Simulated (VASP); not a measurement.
# BeBi (Fd-3m) in VASP: notebook

BeBi is run at these levels: PBE; tasks: relaxation of cell and atoms, single point.

All numbers are computed with VASP 6.6.1; they aren't measurements. Logs are shortened: lines on timing, memory, paths and dates and some standing lists are left out, and cuts for length are marked.

## (1) The cell of the first run

The structure is cubic, space group Fd-3m (No. 227). The conventional cell has a = 6.909 Å, b = 6.909 Å, c = 6.909 Å, α = 90.00°, β = 90.00°, γ = 90.00°. Within 3.9 Å of Be (site symmetry -43m) lie 4 Be at 2.99 Å and 10 Bi at 2.99 to 3.45 Å. Bi (site symmetry -43m) has 10 Be at 2.99 to 3.45 Å and 4 Bi at 2.99 Å within 3.9 Å.

## (2) Relaxation of cell and atoms, PBE

File INCAR:

```
PREC = Accurate
ENCUT = 600
EDIFF = 1E-7
ISMEAR = 0
SIGMA = 0.1
LREAL = False
LASPH = True
NELM = 60
ALGO = Normal
ISIF = 3
LWAVE = False
LCHARG = False
GGA = PE
IBRION = 2
NSW = 90
EDIFFG = -0.04
```

File KPOINTS:

```
regular mesh
0
Gamma
  4 4 4
```

File POSCAR:

```
BeBi
1.0
    0.0000000000      3.4543621015      3.4543621015
    3.4543621015      0.0000000000      3.4543621015
    3.4543621015      3.4543621015      0.0000000000
Be Bi
2 2
Direct
    0.5000000000      0.5000000000      0.5000000000
    0.7500000000      0.7500000000      0.7500000000
    0.0000000000      0.0000000000      0.0000000000
    0.2500000000      0.2500000000      0.2500000000
```

Potentials or basis: VASP PAW PBE potentials, release 64 (Be, Bi_d).

The run is started by

```
$ cat potpaw_PBE.64/Be/POTCAR potpaw_PBE.64/Bi_d/POTCAR > POTCAR
$ mpirun -np 1 vasp_std > vasp.out
```

OUTCAR:

```text
PREC = Accurate
   ENCUT = 600
   EDIFF = 1E-7
   ISMEAR = 0
   LREAL = False
   LASPH = True
   NELM = 60
   ISIF = 3
   GGA = PE
   IBRION = 2
   NSW = 90
   EDIFFG = -0.04

 ion  position               nearest neighbor table
   1  0.500  0.500  0.500-   4 2.99   4 2.99   4 2.99   4 2.99
   2  0.750  0.750  0.750-   3 2.99   3 2.99   3 2.99   3 2.99
   3  0.000  0.000  0.000-   2 2.99   2 2.99   2 2.99   2 2.99   4 2.99   4 2.99   4 2.99   4 2.99

   4  0.250  0.250  0.250-   3 2.99   3 2.99   3 2.99   1 2.99   3 2.99   1 2.99   1 2.99   1 2.99

  LATTYP: Found a face centered cubic cell.
 ALAT       =     6.9087242030

  Lattice vectors:

 A1 = (   0.0000000000,   3.4543621015,   3.4543621015)
 A2 = (   3.4543621015,   0.0000000000,   3.4543621015)
 A3 = (   3.4543621015,   3.4543621015,   0.0000000000)

Analysis of symmetry for initial positions (statically):
=====================================================================
 Subroutine PRICEL returns:
 Original cell was already a primitive cell.

 Routine SETGRP: Setting up the symmetry group for a
 face centered cubic supercell.

 Subroutine GETGRP returns: Found 48 space group operations
 (whereof 24 operations were pure point group operations)
 out of a pool of 48 trial point group operations.

The static configuration has the point symmetry T_d .
 The point group associated with its full space group is O_h .

Analysis of symmetry for dynamics (positions and initial velocities):
=====================================================================
 Subroutine PRICEL returns:
 Original cell was already a primitive cell.

 Routine SETGRP: Setting up the symmetry group for a
 face centered cubic supercell.

 Subroutine GETGRP returns: Found 48 space group operations
 (whereof 24 operations were pure point group operations)
 out of a pool of 48 trial point group operations.

The dynamic configuration has the point symmetry T_d .
 The point group associated with its full space group is O_h .

 Subroutine INISYM returns: Found 48 space group operations
 (whereof 24 operations are pure point group operations),
 and found     1 'primitive' translations

----------------------------------------------------------------------------------------

                                     Primitive cell

  volume of cell :      82.4392

  direct lattice vectors                    reciprocal lattice vectors
     0.000000000  3.454362102  3.454362102    -0.144744525  0.144744525  0.144744525
     3.454362102  0.000000000  3.454362102     0.144744525 -0.144744525  0.144744525
     3.454362102  3.454362102  0.000000000     0.144744525  0.144744525 -0.144744525

  length of vectors
     4.885205733  4.885205733  4.885205733     0.250704871  0.250704871  0.250704871

  position of ions in fractional coordinates (direct lattice)
     0.500000000  0.500000000  0.500000000
     0.750000000  0.750000000  0.750000000
     0.000000000  0.000000000  0.000000000
     0.250000000  0.250000000  0.250000000

  ion indices of the primitive-cell ions
   primitive index   ion index
                 1           1
                 2           2
                 3           3
                 4           4

----------------------------------------------------------------------------------------

 KPOINTS: regular mesh

Automatic generation of k-mesh.
 Grid dimensions read from file:
 generate k-points for:    4    4    4

 Generating k-lattice:

  Cartesian coordinates                     Fractional coordinates (reciprocal lattice)
    -0.036186131  0.036186131  0.036186131     0.250000000  0.000000000  0.000000000
     0.036186131 -0.036186131  0.036186131     0.000000000  0.250000000  0.000000000
     0.036186131  0.036186131 -0.036186131     0.000000000  0.000000000  0.250000000

  Length of vectors
     0.062676218  0.062676218  0.062676218

  Shift w.r.t. Gamma in fractional coordinates (k-lattice)
     0.000000000  0.000000000  0.000000000

 Subroutine IBZKPT returns following result:
 ===========================================

 Found      8 irreducible k-points:

 Following reciprocal coordinates:
            Coordinates               Weight
  0.000000  0.000000  0.000000      1.000000
  0.250000  0.000000  0.000000      8.000000
  0.500000  0.000000  0.000000      4.000000
  0.250000  0.250000  0.000000      6.000000
  0.500000  0.250000  0.000000     24.000000
 -0.250000  0.250000  0.000000     12.000000
  0.500000  0.500000  0.000000      3.000000
 -0.250000  0.500000  0.250000      6.000000
   k-points           NKPTS =      8   k-points in BZ     NKDIM =      8   number of bands    NBANDS=     21
   number of dos      NEDOS =    301   number of ions     NIONS =      4
   total plane-waves  NPLWV =  64000
   dimension x,y,z NGX =    40 NGY =   40 NGZ =   40
   dimension x,y,z NGXF=    80 NGYF=   80 NGZF=   80
   ions per type =               2   2
   NGX,Y,Z   is equivalent  to a cutoff of  13.61, 13.61, 13.61 a.u.
   NGXF,Y,Z  is equivalent  to a cutoff of  27.22, 27.22, 27.22 a.u.
 SYSTEM =  unknown system
   PREC   = accura    normal or accurate (medium, high low for compatibility)
   ISTART =      0    job   : 0-new  1-cont  2-samecut
   ICHARG =      2    charge: 1-file 2-atom 10-const
   ISPIN  =      1    spin polarized calculation?
   LNONCOLLINEAR =      F non collinear calculations
   LSORBIT =      F    spin-orbit coupling
   LASPH  =      T    aspherical Exc in radial PAW
   ENCUT  =  600.0 eV  44.10 Ry    6.64 a.u.   9.76  9.76  9.76*2*pi/ulx,y,z
   NELM   =     60;   NELMIN=  2; NELMDL= -5     # of ELM steps
   EDIFF  = 0.1E-06   stopping-criterion for ELM
   LREAL  =      F    real-space projection
   EDIFFG = -.4E-01   stopping-criterion for IOM
   NSW    =     90    number of steps for IOM
   IBRION =      2    ionic relax: 0-MD 1-quasi-New 2-CG
   NFREE  =      1    steps in history (QN), initial steepest desc. (CG)
   ISIF   =      3    stress and relaxation
   ISYM   =      2    0-nonsym 1-usesym 2-fastsym
   POTIM  = 0.5000    time-step for ionic-motion
   TEBEG  =    0.0;   TEEND  =   0.0 temperature during run
   PSTRESS=    0.0 pullay stress
   NELECT =      34.0000    total number of electrons
   NUPDOWN=      -1.0000    fix difference up-down
   EMIN   =  10.00;   EMAX   =-10.00  energy-range for DOS
   EFERMI =   0.00;   METHOD = LEGACY
   ISMEAR =     0;   SIGMA  =   0.10  broadening in eV -4-tet -1-fermi 0-gaus
   EFERMI_NEDOS =   21; number of points for ismear=-14 and -15
   IALGO  =     38    algorithm
   IMIX   =      4    mixing-type and parameters
     AMIX     =   0.40;   BMIX     =  1.00
     AMIX_MAG =   1.60;   BMIX_MAG =  1.00
  volume/ion in A,a.u.               =      20.61       139.08
  Fermi-wavevector in a.u.,A,eV,Ry     =   1.218587  2.302796 20.204036  1.484955
  Thomas-Fermi vector in A             =   2.353869
   LORBIT       =      0    0 simple, 1 ext, 2 COOP (PROOUT), +10 PAW based schemes
   GGA     = PE    functional components
   LHFCALC =     F    Hartree Fock is set to
   AEXX    =    0.0000 exact exchange contribution
   IVDW    =     0    specifies the selected vdW correction
   LEPSILON=     F    determine dielectric tensor
   LRPA    =     F    only Hartree local field effects (RPA)
 conjugate gradient relaxation of ions
 non-spin polarized calculation
 Gauss-broadening in eV      SIGMA  =   0.10
  energy-cutoff  :      600.00
  volume of cell :       82.44
 maximum number of plane-waves:      2786
 NGX is ok and might be reduce to    40
   NGX = 19   NGY = 19   NGZ = 19

--------------------------------------- Ionic step        1  -------------------------------------------

 number of electron      33.9999994 magnetization

 Free energy of the ion-electron system (eV)
  ---------------------------------------------------
  ext. energy  EPLUGINS =         0.00000000
  ---------------------------------------------------
  free energy    TOTEN  =       -10.82832730 eV

  energy without entropy =      -10.80438473  energy(sigma->0) =      -10.81635601

 E-fermi :   7.4545     XC(G=0): -10.2317

 val. band max:        7.4520747314   @ k =   0.5000   0.2500   0.0000
 cond. band min:       7.5514362206   @ k =   0.2500   0.0000   0.0000
 fundamental gap:      0.0993614892
 Fermi energy:         7.4544706655

 k-point     1 :       0.0000    0.0000    0.0000
  band No.  band energies     occupation
      1     -15.7346      2.00000
      2     -15.7346      2.00000
      3     -15.7346      2.00000
      4     -15.6616      2.00000
      5     -15.6616      2.00000
      6     -15.4003      2.00000
[... 13 lines left out ...]
     20       8.3721      0.00000
     21       8.3721      0.00000
[... 226 lines left out ...]
 POSITION                                       TOTAL-FORCE (eV/Angst)
 -----------------------------------------------------------------------------------
      3.63863      3.63863      3.63863        -0.000000     -0.000000     -0.000000
      5.45795      5.45795      5.45795         0.000000      0.000000      0.000000
      0.00000      0.00000      0.00000        -0.000000     -0.000000     -0.000000
      1.81932      1.81932      1.81932         0.000000      0.000000      0.000000
 -----------------------------------------------------------------------------------
    total drift:                               -0.000000      0.000000      0.000000

  FREE ENERGIE OF THE ION-ELECTRON SYSTEM (eV)
  ---------------------------------------------------
  free  energy   TOTEN  =       -11.0633242749 eV

  energy  without entropy=      -11.0398495363  energy(sigma->0) =      -11.05158691

--------------------------------------- Ionic step        3  -------------------------------------------

 number of electron      34.0000000 magnetization

 Free energy of the ion-electron system (eV)
  ---------------------------------------------------
  ext. energy  EPLUGINS =         0.00000000
  ---------------------------------------------------
  free energy    TOTEN  =       -11.08292638 eV

  energy without entropy =      -11.05968594  energy(sigma->0) =      -11.07130616

 E-fermi :   6.0594     XC(G=0):  -9.7335

 val. band max:        6.0539305891   @ k =   0.5000   0.2500   0.0000
 cond. band min:       6.1810351547   @ k =   0.2500   0.0000   0.0000
 fundamental gap:      0.1271045656
 Fermi energy:         6.0594466828

 k-point     1 :       0.0000    0.0000    0.0000
  band No.  band energies     occupation
      1     -16.8460      2.00000
      2     -16.8460      2.00000
      3     -16.8460      2.00000
      4     -16.7926      2.00000
      5     -16.7926      2.00000
      6     -16.6095      2.00000
[... 13 lines left out ...]
     20       7.2234      0.00000
     21       7.2234      0.00000
[... 188 lines left out ...]
 POSITION                                       TOTAL-FORCE (eV/Angst)
 -----------------------------------------------------------------------------------
      3.59504      3.59504      3.59504        -0.000000     -0.000000     -0.000000
      5.39257      5.39257      5.39257         0.000000      0.000000      0.000000
      0.00000      0.00000      0.00000         0.000000      0.000000      0.000000
      1.79752      1.79752      1.79752        -0.000000     -0.000000     -0.000000
 -----------------------------------------------------------------------------------
    total drift:                               -0.000000      0.000000      0.000000

  FREE ENERGIE OF THE ION-ELECTRON SYSTEM (eV)
  ---------------------------------------------------
  free  energy   TOTEN  =       -11.0829263808 eV

  energy  without entropy=      -11.0596859352  energy(sigma->0) =      -11.07130616

 reached required accuracy - stopping structural energy minimisation
```

Wall time 100 s (1 thread of Oxide Virtual Turin-like, shared host); peak memory 0.21 GiB.

Results:

```
Free energy                            : -11.0829 eV
Relaxed volume                         : 23.23 Å³/atom
Relaxed cell                           : a = 5.084 Å, b = 5.084 Å, c = 5.084 Å, α = 60.00°, β = 60.00°, γ = 60.00°
Space group after relaxing (to 0.05 Å) : Fd-3m (No. 227)
Energy gained by relaxing              : 63.6 meV/atom
Ionic steps                            : 3
Pressure after relaxing                : 0.0 GPa
Band gap on the k mesh                 : zero (band 17 reaches 9.26 eV, above the bottom of band 18 at 5.20 eV)
```

Step by step:
| step | energy change (eV) | largest force (eV/Å) | pressure (GPa) | volume (Å³) |
| --- | --- | --- | --- | --- |
| 1 | 0.0000 | 0.0000 | 8.60 | 82.44 |
| 2 | -0.2350 | 0.0000 | -1.81 | 96.35 |
| 3 | -0.2546 | 0.0000 | 0.04 | 92.93 |

Final structure:
```xyz
4
Lattice="0.0000 3.5950 3.5950 3.5950 0.0000 3.5950 3.5950 3.5950 0.0000" Properties=species:S:1:pos:R:3 pbc="T T T"
Be    3.5950    3.5950    3.5950
Be    5.3926    5.3926    5.3926
Bi    0.0000    0.0000    0.0000
Bi    1.7975    1.7975    1.7975
```

Caveat: the k points lie up to 0.38 Å⁻¹ apart in the final cell; spin-orbit coupling is left out, which moves the levels of the heavy elements.

## (3) Single point, PBE

This run uses another cell than the first one, of 22.77 Å³/atom, 1.105 times its volume.

File INCAR:

```
SYSTEM = BeBi
PREC     = Accurate       ! precision mode
ENCUT    = 520            ! plane-wave cutoff, eV
EDIFF    = 1E-7           ! SCF threshold, eV
ISMEAR   = 0              ! smearing method
SIGMA    = 0.1            ! smearing width, eV
LREAL    = .False.        ! projectors in reciprocal space
LASPH    = .True.         ! aspherical terms in the spheres
NELM     = 60             ! most SCF steps
ALGO     = Fast           ! electronic algorithm
ISIF     = 2              ! what is computed and relaxed
LWAVE    = .False.        ! write WAVECAR
LCHARG   = .True.         ! write CHGCAR
GGA      = PE             ! functional
LELF     = .True.         ! ELF
LVHAR    = .True.       
NBANDS   = 25             ! bands
```

File KPOINTS:

```
regular mesh
0
Gamma
  12 12 12
  0 0 0
```

File POSCAR:

```
BeBi
1.0
    0.0000000000      3.5708196336      3.5708196336
    3.5708196336      0.0000000000      3.5708196336
    3.5708196336      3.5708196336      0.0000000000
Be Bi
2 2
Direct
    0.0000000000      0.0000000000      0.0000000000
    0.2500000000      0.2500000000      0.2500000000
    0.5000000000      0.5000000000      0.5000000000
    0.7500000000      0.7500000000      0.7500000000
```

Potentials or basis: VASP PAW PBE potentials, release 64 (Be, Bi_d).

The run is started by

```
$ cat potpaw_PBE.64/Be/POTCAR potpaw_PBE.64/Bi_d/POTCAR > POTCAR
$ mpirun -np 1 vasp_std > vasp.out
```

Wall time 6 min (1 thread of Oxide Virtual Turin-like, shared host); peak memory 0.29 GiB.

Results (log left out):

```yaml
Free_energy: -11.1794 eV
Pressure: 0.0 GPa
Band_gap_on_the_k_mesh: zero (band 17 reaches 9.52 eV, above the bottom of band 18 at 5.37 eV)
```

Levels at points of the mesh, in eV from the Fermi level:
```csv
k point,band 14,band 15,band 16,band 17,band 18,band 19,band 20,band 21
"(0.00, 0.00, 0.00)",-2.01,-2.01,-2.01,-1.12,-1.12,-1.12,0.92,0.92
"(0.50, 0.00, 0.00)",-3.11,-3.11,-1.01,-1.01,-0.91,1.79,2.36,3.68
"(0.50, 0.50, 0.00)",-4.58,-3.76,-3.76,3.03,3.03,3.19,3.19,3.32
```

Caveat: spin-orbit coupling is left out, which moves the levels of the heavy elements.

(Continued in part 2 of 2.)
